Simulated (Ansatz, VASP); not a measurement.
# HC12: VASP beside Ansatz

The input INCAR:

```
PREC = Accurate
ENCUT = 520
EDIFF = 1E-6
ISMEAR = 0
SIGMA = 0.05
LREAL = False
LASPH = True
NELM = 150
ALGO = Normal
ISIF = 2
LWAVE = False
LCHARG = False
ISPIN = 2
MAGMOM = 0 0 0 0 0 0 0 0 0 0 0 0 1
LORBIT = 11
LDIPOL = True
IDIPOL = 3
DIPOL = 0.5 0.5 0.302
GGA = PE
IVDW = 12
NBANDS = 40
KPAR = 4
```

Contents of KPOINTS:

```
regular mesh
0
Gamma
  6 7 1
```

Contents of POSCAR:

```
HC12
1.0
    4.9311586502      0.0000000000      0.0000000000
    0.0000000000      4.0098697767      0.0000000000
    0.0000000000      0.0000000000     21.6014232414
C H
12 1
Direct
    0.2500000000      0.3776970832      0.1851729840
    0.7500000000      0.3776970832      0.1851729840
    0.0000000000      0.4720802753      0.2130426460
    0.5000000000      0.4720802753      0.2130426460
    0.0000000000      0.6609562027      0.2688143161
    0.5000000000      0.6609562027      0.2688143161
    0.2500000000      0.7503681903      0.2962457608
    0.7500000000      0.7503681903      0.2962457608
    0.2500000000      0.9412921293      0.3552728042
    0.7500000000      0.9412921293      0.3552728042
    0.0000000000      0.0234303656      0.3796705036
    0.5000000000      0.0234303656      0.3796705036
    0.1666666667      0.8567636989      0.5231795662
```

Input for Ansatz:

```yaml
crystal:
  lattice:
    - [4.9311586502, 0.0, 0.0]
    - [0.0, 4.0098697767, 0.0]
    - [0.0, 0.0, 21.6014232414]
  atoms:
    - { symbol: C, position: [0.25, 0.3776970832, 0.185172984] }
    - { symbol: C, position: [0.75, 0.3776970832, 0.185172984] }
    - { symbol: C, position: [0.0, 0.4720802753, 0.213042646] }
    - { symbol: C, position: [0.5, 0.4720802753, 0.213042646] }
    - { symbol: C, position: [0.0, 0.6609562027, 0.2688143161] }
    - { symbol: C, position: [0.5, 0.6609562027, 0.2688143161] }
    - { symbol: C, position: [0.25, 0.7503681903, 0.2962457608] }
    - { symbol: C, position: [0.75, 0.7503681903, 0.2962457608] }
    - { symbol: C, position: [0.25, 0.9412921293, 0.3552728042] }
    - { symbol: C, position: [0.75, 0.9412921293, 0.3552728042] }
    - { symbol: C, position: [0.0, 0.0234303656, 0.3796705036] }
    - { symbol: C, position: [0.5, 0.0234303656, 0.3796705036] }
    - { symbol: H, position: [0.1666666667, 0.8567636989, 0.5231795662], spin: 1.0 }
basis:
  ecutwfc: 420
kpoints:
  mp_grid: { grid: [6, 7, 1] }
hamiltonian:
  xc: pbe
  pseudopotentials: { kind: paw, azcp: { folder: soft_1 } }
  dispersion: d3bj
scf:
  occupations: { method: gaussian, width: 0.05 }
output:
  forces: true
  eigenvalues: true
  populations: true
magnetization:
  spin_polarized: true
efield:
  axis: 3
  dipole_correction: true
  ramp_width: 0.04
```

Alike in both runs: task single point; functional PBE; dispersion D3(BJ); k mesh 6 × 7 × 1; occupations gaussian, width 0.05 eV; collinear spin.

```csv
,VASP,Ansatz
version,VASP 6.6.1,Ansatz 0.2.0
potentials or method,"VASP PAW PBE potentials, release 64 (C, H), cutoff 520 eV","scalar-relativistic, plane waves, PAW"
valence electrons in the cell,49,49
```

```csv
,VASP,Ansatz,Ansatz less VASP
rms of the force components (eV/Å),0.878,1.065,+0.1871
net moment per atom (μB),0.08,0.08,-0.004
size of the moment on the site where the two differ most (μB),0.38,0.89,+0.513
```

Site moments also hang on the region over which each program counts them. Atom by atom the forces differ by 0.381 eV/Å (rms over components).
